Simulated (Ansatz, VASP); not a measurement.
# One calculation of Al3GaN4, two programs

Contents of INCAR:

```
SYSTEM = Al3GaN4
PREC = Accurate ; ENCUT = 520
EDIFF = 1E-7 ; ISMEAR = 0
SIGMA = 0.05 ; LREAL = .FALSE.
LASPH = .TRUE. ; NELM = 80
ALGO = Normal ; ISIF = 2
LWAVE = .FALSE. ; LCHARG = .FALSE.
GGA = PS ; NBANDS = 31
```

The input KPOINTS:

```
Automatic mesh
0
G
  6 6 6
  0 0 0
```

POSCAR

```
Al3GaN4
1.0
    4.5832746340      0.0000000000      0.0000000000
    0.0000000000      4.5832746340      0.0000000000
    0.0000000000      0.0000000000      4.7595544276
Al Ga N
3 1 4
Direct
    0.5000000000      0.5000000000      0.0000000000
    0.5000000000      0.0000000000      0.5000000000
    0.0000000000      0.5000000000      0.5000000000
    0.0000000000      0.0000000000      0.0000000000
    0.7447077174      0.7447077174      0.2552922826
    0.7447077174      0.2552922826      0.7447077174
    0.2552922826      0.7447077174      0.7447077174
    0.2552922826      0.2552922826      0.2552922826
```

Input for Ansatz:

```yaml
crystal:
  lattice:
    - [4.583274634, 0.0, 0.0]
    - [0.0, 4.583274634, 0.0]
    - [0.0, 0.0, 4.7595544276]
  atoms:
    - { symbol: Al, position: [0.5, 0.5, 0.0] }
    - { symbol: Al, position: [0.5, 0.0, 0.5] }
    - { symbol: Al, position: [0.0, 0.5, 0.5] }
    - { symbol: Ga, position: [0.0, 0.0, 0.0] }
    - { symbol: "N", position: [0.7447077174, 0.7447077174, 0.2552922826] }
    - { symbol: "N", position: [0.7447077174, 0.2552922826, 0.7447077174] }
    - { symbol: "N", position: [0.2552922826, 0.7447077174, 0.7447077174] }
    - { symbol: "N", position: [0.2552922826, 0.2552922826, 0.2552922826] }
basis:
  ecutwfc: 420
kpoints:
  mp_grid: { grid: [6, 6, 6] }
hamiltonian:
  xc: pbesol
scf:
  occupations: { method: gaussian, width: 0.05 }
output:
  forces: true
  stress: true
  eigenvalues: true
```

Change from the starting cell: strain +0.040 along x and y, +0.080 along z, atoms carried along.

Alike in both runs: task single point; functional PBEsol; k mesh 6 × 6 × 6; occupations gaussian, width 0.05 eV; no spin polarisation.

|  | VASP | Ansatz |
| --- | --- | --- |
| version | VASP 6.6.1 | Ansatz 0.2.0 |
| potentials or method | VASP PAW PBE potentials, release 64 (Al, Ga_d, N), cutoff 520 eV | scalar-relativistic, plane waves, PAW |
| valence electrons in the cell | 42 | 42 |

|  | VASP | Ansatz | Ansatz less VASP |
| --- | --- | --- | --- |
| gap on the k mesh at the Fermi level (eV) | 2.17 | 2.16 | -0.009 |
| least direct gap on the mesh (eV) | 2.17 | 2.17 | -0.009 |
| pressure (GPa) | -22.5 | -22.4 | +0.10 |
| traceless stress, the component that is largest in VASP (GPa) | -3.69 | -3.68 | +0.006 |
| rms of the force components (eV/Å) | 0.013 | 0.012 | -0.0011 |

VASP's potentials were made for PBE, not for PBEsol. Atom by atom the forces differ by 0.003 eV/Å (rms over components).
